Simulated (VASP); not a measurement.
# Ge in VASP: single point with LDA

Aim: the single point of Ge with LDA.

Program: VASP 6.6.1. These are calculated values, not measurements. Logs are shortened: lines on timing, memory, paths and dates and some standing lists are left out, and cuts for length are marked.

## 1. The cell of the first run

The cell holds a slab with vacuum, 6 atoms: a = 3.975 Å, b = 3.975 Å, c = 23.027 Å, α = 90.00°, β = 90.00°, γ = 90.00°.

## 2. Single point, LDA

File INCAR:

```
  PREC = Accurate
  ENCUT = 520
  EDIFF = 1E-6
  ISMEAR = -1
  SIGMA = 0.02
  LREAL = False
  LASPH = True
  NELM = 80
  ALGO = Normal
  ISIF = 2
  LWAVE = False
  LCHARG = False
  LDIPOL = True
  IDIPOL = 3
  DIPOL = 0.5 0.5 0.500
  GGA = CA
  NBANDS = 51
```

File KPOINTS:

```
Automatic mesh
0
Gamma
  8 8 1
```

File POSCAR:

```
Ge
1.0
    3.9752393773      0.0000000000      0.0000000000
    0.0000000000      3.9752393773      0.0000000000
    0.0000000000      0.0000000000     23.0273000000
Ge
6
Direct
    0.7500000000      0.0000000000      0.3474137914
    0.2500000000      0.0000000000      0.4084482749
    0.2500000000      0.5000000000      0.4694827583
    0.7500000000      0.5000000000      0.5305172417
    0.7500000000      0.0000000000      0.5915517251
    0.2500000000      0.0000000000      0.6525862086
```

Potentials or basis: VASP PAW LDA potentials, release 64 (Ge_d).

Launch:

```sh
cat potpaw_LDA.64/Ge_d/POTCAR > POTCAR
mpirun -np 1 vasp_std > vasp.out
```

OUTCAR:

```text
PREC = Accurate
   ENCUT = 520
   EDIFF = 1E-6
   ISMEAR = -1
   LREAL = False
   LASPH = True
   NELM = 80
   ISIF = 2
   GGA = CA

 ion  position               nearest neighbor table
   1  0.750  0.000  0.347-   2 2.43   2 2.43
   2  0.250  0.000  0.408-   3 2.43   3 2.43   1 2.43   1 2.43
   3  0.250  0.500  0.469-   4 2.43   4 2.43   2 2.43   2 2.43
   4  0.750  0.500  0.531-   3 2.43   3 2.43   5 2.43   5 2.43
   5  0.750  0.000  0.592-   4 2.43   4 2.43   6 2.43   6 2.43
   6  0.250  0.000  0.653-   5 2.43   5 2.43

  LATTYP: Found a simple tetragonal cell.
 ALAT       =     3.9752393773
 C/A-ratio  =     5.7926826071

  Lattice vectors:

 A1 = (   3.9752393773,   0.0000000000,   0.0000000000)
 A2 = (   0.0000000000,   3.9752393773,   0.0000000000)
 A3 = (   0.0000000000,   0.0000000000,  23.0273000000)

Analysis of symmetry for initial positions (statically):
=====================================================================
 Subroutine PRICEL returns:
 Original cell was already a primitive cell.

 Routine SETGRP: Setting up the symmetry group for a
 simple tetragonal supercell.

 Subroutine GETGRP returns: Found  8 space group operations
 (whereof  4 operations were pure point group operations)
 out of a pool of 16 trial point group operations.

The static configuration has the point symmetry C_2h.
 The point group associated with its full space group is D_2h.

Analysis of symmetry for dynamics (positions and initial velocities):
=====================================================================
 Subroutine PRICEL returns:
 Original cell was already a primitive cell.

 Routine SETGRP: Setting up the symmetry group for a
 simple tetragonal supercell.

 Subroutine GETGRP returns: Found  8 space group operations
 (whereof  4 operations were pure point group operations)
 out of a pool of 16 trial point group operations.

The dynamic configuration has the point symmetry C_2h.
 The point group associated with its full space group is D_2h.

 Subroutine INISYM returns: Found  8 space group operations
 (whereof  4 operations are pure point group operations),
 and found     1 'primitive' translations

----------------------------------------------------------------------------------------

                                     Primitive cell

  volume of cell :     363.8896

  direct lattice vectors                    reciprocal lattice vectors
     3.975239377  0.000000000  0.000000000     0.251557178  0.000000000  0.000000000
     0.000000000  3.975239377  0.000000000     0.000000000  0.251557178  0.000000000
     0.000000000  0.000000000 23.027300000     0.000000000  0.000000000  0.043426715

  length of vectors
     3.975239377  3.975239377 23.027300000     0.251557178  0.251557178  0.043426715

  position of ions in fractional coordinates (direct lattice)
     0.750000000  0.000000000  0.347413791
     0.250000000  0.000000000  0.408448275
     0.250000000  0.500000000  0.469482758
     0.750000000  0.500000000  0.530517242
     0.750000000  0.000000000  0.591551725
     0.250000000  0.000000000  0.652586209

  ion indices of the primitive-cell ions
   primitive index   ion index
                 1           1
                 2           2
                 3           3
                 4           4
                 5           5
                 6           6

----------------------------------------------------------------------------------------

 KPOINTS: Automatic mesh

Automatic generation of k-mesh.
 Grid dimensions read from file:
 generate k-points for:    8    8    1

 Generating k-lattice:

  Cartesian coordinates                     Fractional coordinates (reciprocal lattice)
     0.031444647  0.000000000  0.000000000     0.125000000  0.000000000  0.000000000
     0.000000000  0.031444647  0.000000000     0.000000000  0.125000000  0.000000000
     0.000000000  0.000000000  0.043426715     0.000000000  0.000000000  1.000000000

  Length of vectors
     0.031444647  0.031444647  0.043426715

  Shift w.r.t. Gamma in fractional coordinates (k-lattice)
     0.000000000  0.000000000  0.000000000

 Subroutine IBZKPT returns following result:
 ===========================================

 Found     25 irreducible k-points:

 Following reciprocal coordinates:
            Coordinates               Weight
  0.000000  0.000000  0.000000      1.000000
  0.125000  0.000000  0.000000      2.000000
  0.000000  0.125000  0.000000      2.000000
  0.250000  0.000000  0.000000      2.000000
  0.000000  0.250000  0.000000      2.000000
  0.375000  0.000000  0.000000      2.000000
[... 16 lines left out ...]
  0.500000  0.375000  0.000000      2.000000
 -0.375000  0.500000  0.000000      2.000000
   k-points           NKPTS =     25   k-points in BZ     NKDIM =     25   number of bands    NBANDS=     51
   number of dos      NEDOS =    301   number of ions     NIONS =      6
   total plane-waves  NPLWV = 162000
   dimension x,y,z NGX =    30 NGY =   30 NGZ =  180
   dimension x,y,z NGXF=    60 NGYF=   60 NGZF=  360
   ions per type =               6
   NGX,Y,Z   is equivalent  to a cutoff of  12.55, 12.55, 13.00 a.u.
   NGXF,Y,Z  is equivalent  to a cutoff of  25.09, 25.09, 25.99 a.u.
 SYSTEM =  unknown system
   PREC   = accura    normal or accurate (medium, high low for compatibility)
   ISTART =      0    job   : 0-new  1-cont  2-samecut
   ICHARG =      2    charge: 1-file 2-atom 10-const
   ISPIN  =      1    spin polarized calculation?
   LNONCOLLINEAR =      F non collinear calculations
   LSORBIT =      F    spin-orbit coupling
   LASPH  =      T    aspherical Exc in radial PAW
   ENCUT  =  520.0 eV  38.22 Ry    6.18 a.u.   7.39  7.39 42.82*2*pi/ulx,y,z
   NELM   =     80;   NELMIN=  2; NELMDL= -5     # of ELM steps
   EDIFF  = 0.1E-05   stopping-criterion for ELM
   LREAL  =      F    real-space projection
   EDIFFG = 0.1E-04   stopping-criterion for IOM
   NSW    =      0    number of steps for IOM
   IBRION =     -1    ionic relax: 0-MD 1-quasi-New 2-CG
   NFREE  =      0    steps in history (QN), initial steepest desc. (CG)
   ISIF   =      2    stress and relaxation
   ISYM   =      2    0-nonsym 1-usesym 2-fastsym
   POTIM  = 0.5000    time-step for ionic-motion
   TEBEG  =    0.0;   TEEND  =   0.0 temperature during run
   PSTRESS=    0.0 pullay stress
   NELECT =      84.0000    total number of electrons
   NUPDOWN=      -1.0000    fix difference up-down
   EMIN   =  10.00;   EMAX   =-10.00  energy-range for DOS
   EFERMI =   0.00;   METHOD = LEGACY
   ISMEAR =    -1;   SIGMA  =   0.02  broadening in eV -4-tet -1-fermi 0-gaus
   EFERMI_NEDOS =   21; number of points for ismear=-14 and -15
   IALGO  =     38    algorithm
   IMIX   =      4    mixing-type and parameters
     AMIX     =   0.40;   BMIX     =  1.00
     AMIX_MAG =   1.60;   BMIX_MAG =  1.00
  volume/ion in A,a.u.               =      60.65       409.27
  Fermi-wavevector in a.u.,A,eV,Ry     =   1.004257  1.897770 13.721904  1.008531
  Thomas-Fermi vector in A             =   2.136861
   LORBIT       =      0    0 simple, 1 ext, 2 COOP (PROOUT), +10 PAW based schemes
   GGA     = CA    functional components
   LHFCALC =     F    Hartree Fock is set to
   AEXX    =    0.0000 exact exchange contribution
   IVDW    =     0    specifies the selected vdW correction
   LEPSILON=     F    determine dielectric tensor
   LRPA    =     F    only Hartree local field effects (RPA)
 non-spin polarized calculation
  energy-cutoff  :      520.00
  volume of cell :      363.89
 maximum number of plane-waves:      9909
 NGX is ok and might be reduce to    30
   NGX = 15   NGY = 15   NGZ = 85

 dipolmoment           0.000000      0.000000      0.000000 electrons x Angstroem

 number of electron      83.9999991 magnetization

 dipolmoment           0.000000      0.000000     -0.000000 electrons x Angstroem

 Free energy of the ion-electron system (eV)
  ---------------------------------------------------
  ext. energy  EPLUGINS =         0.00000000
  ---------------------------------------------------
  free energy    TOTEN  =       -27.84786082 eV

  energy without entropy =      -27.84428745  energy(sigma->0) =      -27.84607414

 E-fermi :  -1.6715     XC(G=0):  -4.6057

 val. band max:       -1.6935723220   @ k =   0.0000   0.1250   0.0000
 cond. band min:      -1.6687605533   @ k =   0.0000   0.0000   0.0000
 fundamental gap:      0.0248117687
 Fermi energy:        -1.6714936998

 k-point     1 :       0.0000    0.0000    0.0000
  band No.  band energies     occupation
      1     -26.2762      2.00000
      2     -26.2150      2.00000
      3     -26.2077      2.00000
      4     -26.1979      2.00000
      5     -26.1828      2.00000
      6     -26.1515      2.00000
[... 43 lines left out ...]
     50       2.4176      0.00000
     51       3.1450      0.00000

 k-point     2 :       0.1250    0.0000    0.0000
  band No.  band energies     occupation
      1     -26.2790      2.00000
      2     -26.2153      2.00000
      3     -26.2095      2.00000
      4     -26.1902      2.00000
      5     -26.1862      2.00000
      6     -26.1416      2.00000
[... 43 lines left out ...]
     50       2.3923      0.00000
     51       3.2144      0.00000

 k-point     3 :       0.0000    0.1250    0.0000
  band No.  band energies     occupation
      1     -26.2767      2.00000
      2     -26.2253      2.00000
      3     -26.1979      2.00000
      4     -26.1979      2.00000
      5     -26.1794      2.00000
      6     -26.1519      2.00000
[... 43 lines left out ...]
     50       2.4969      0.00000
     51       3.2166      0.00000
[... 1027 lines left out ...]
 k-point    23 :       0.5000    0.3750    0.0000
  band No.  band energies     occupation
      1     -26.2610      2.00000
      2     -26.2610      2.00000
      3     -26.2033      2.00000
      4     -26.2033      2.00000
      5     -26.1192      2.00000
      6     -26.1192      2.00000
[... 43 lines left out ...]
     50       3.6239      0.00000
     51       4.4072      0.00000

 k-point    24 :      -0.3750    0.5000    0.0000
  band No.  band energies     occupation
      1     -26.2762      2.00000
      2     -26.2470      2.00000
      3     -26.2011      2.00000
      4     -26.1948      2.00000
      5     -26.1323      2.00000
      6     -26.1030      2.00000
[... 43 lines left out ...]
     50       3.3208      0.00000
     51       4.5944      0.00000

 [... further k-points ...]

------------------------ aborting loop because EDIFF is reached ----------------------------------------

 vacuum level on the upper side and lower side of the slab       (xc-potential included)        -0.094        -0.094

  FORCE on cell =-STRESS in cart. coord.  units (eV):
  Direction    XX          YY          ZZ          XY          YZ          ZX
  --------------------------------------------------------------------------------------
  -------------------------------------------------------------------------------------
  Total        0.2286039     -2.6783053      0.4305709      0.0000000      0.0000000      0.0000000
  in kB        1.0065253    -11.7923694      1.8957699      0.0000000      0.0000000      0.0000000
  external PRESSURE =      -2.9633581 kB  Pullay stress =       0.0000000 kB

 VOLUME and BASIS-vectors are now :
 -----------------------------------------------------------------------------
  energy-cutoff  :      520.00
  volume of cell :      363.89
      direct lattice vectors                 reciprocal lattice vectors
     3.975239377  0.000000000  0.000000000     0.251557178  0.000000000  0.000000000
     0.000000000  3.975239377  0.000000000     0.000000000  0.251557178  0.000000000
     0.000000000  0.000000000 23.027300000     0.000000000  0.000000000  0.043426715

 POSITION                                       TOTAL-FORCE (eV/Angst)
 -----------------------------------------------------------------------------------
      2.98143      0.00000      8.00000         0.000000      0.000000     -0.034935
      0.99381      0.00000      9.40546         0.000000     -0.000000     -0.059580
      0.99381      1.98762     10.81092        -0.000000      0.000000      0.021289
      2.98143      1.98762     12.21638         0.000000      0.000000     -0.021289
      2.98143      0.00000     13.62184         0.000000     -0.000000      0.059580
      0.99381      0.00000     15.02730        -0.000000      0.000000      0.034935
 -----------------------------------------------------------------------------------
    total drift:                                0.000000      0.000000     -0.000000

  FREE ENERGIE OF THE ION-ELECTRON SYSTEM (eV)
  ---------------------------------------------------
  free  energy   TOTEN  =       -27.8478608210 eV

  energy  without entropy=      -27.8442874515  energy(sigma->0) =      -27.84607414

 vacuum level on the upper side and lower side of the slab         3.428         3.428
```

It took 11 min on 1 thread of Intel Xeon Platinum 8259CL at 2.50GHz (Skylake/Cascade Lake), shared host; peak memory 0.51 GiB.

Results:

```yaml
Free_energy: -27.8479 eV
Largest_force: 0.060 eV/Å
Band_gap_on_the_k_mesh: zero (bands 42 and 43 overlap by 1.07 eV)
```

Forces in eV/Å, atoms in the order of the input:
```
Ge   0.000  0.000 -0.035
Ge   0.000  0.000 -0.060
Ge   0.000  0.000  0.021
Ge   0.000  0.000 -0.021
Ge   0.000  0.000  0.060
Ge   0.000  0.000  0.035
```
